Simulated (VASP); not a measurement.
Mo, 1 atom in the cell. It takes space group Im-3m (No. 229, cubic). Conventional cell: a = 3.160 Å, b = 3.160 Å, c = 3.160 Å, α = 90.00°, β = 90.00°, γ = 90.00°. Mo (site symmetry m-3m) has 14 Mo at 2.74 to 3.16 Å within 3.6 Å. 

* Program: VASP 6.6.1
* Task: single point
* Functional: PBE
* Potentials or basis: VASP PAW PBE potentials, release 64 (Mo_sv)
* Cutoff: 520 eV
* k mesh: 18 × 18 × 18
* Occupations: methfessel-paxton, width 0.1 eV
* Spin: no spin polarisation
* Dipole correction: no
* Further INCAR settings: ALGO = Fast; EDIFF = 1e-07; NBANDS = 13

Potentials or basis: VASP PAW PBE potentials, release 64 (Mo_sv).

Run with:

```sh
$ cat potpaw_PBE.64/Mo_sv/POTCAR > POTCAR
$ mpirun -np 1 vasp_std > vasp.out
```

Hardware: 1 thread of AMD EPYC 7R13, with other jobs on the host.

How long does it take, and how much memory?

It took 70 s on 1 thread of AMD EPYC 7R13 (shared host), peak memory 0.12 GiB. Counts: scf iterations 15, k points 195.
